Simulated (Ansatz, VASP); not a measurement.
## One calculation of W, two programs

```
W
1.0
     2.60970    0.00000    0.00000
     0.00000    2.60970    0.00000
     0.00000    0.00000    2.60970
W
1
Direct
  0.00000 0.00000 0.00000
```

Alike in both runs: task single point; functional PBEsol; k mesh 14 × 14 × 14; occupations fermi-dirac, width 0.1 eV; no spin polarisation.

```csv
,VASP,Ansatz
version,VASP 6.6.1,Ansatz 0.2.0
potentials or method,"VASP PAW PBE potentials, release 64 (W_sv), cutoff 520 eV","plane waves (420 eV) with PAW, scalar-relativistic"
valence electrons in the cell,14,14
```

Ansatz gave:

| Item | Value |
| --- | --- |
| pressure (GPa) | 0.0 |

**Question.** Estimate VASP's values.

**Answer.** Pressure (GPa): 0.7.

VASP's potentials were made for PBE, not for PBEsol, and Ansatz warns of the same on its side.

Spin-orbit coupling is off throughout.
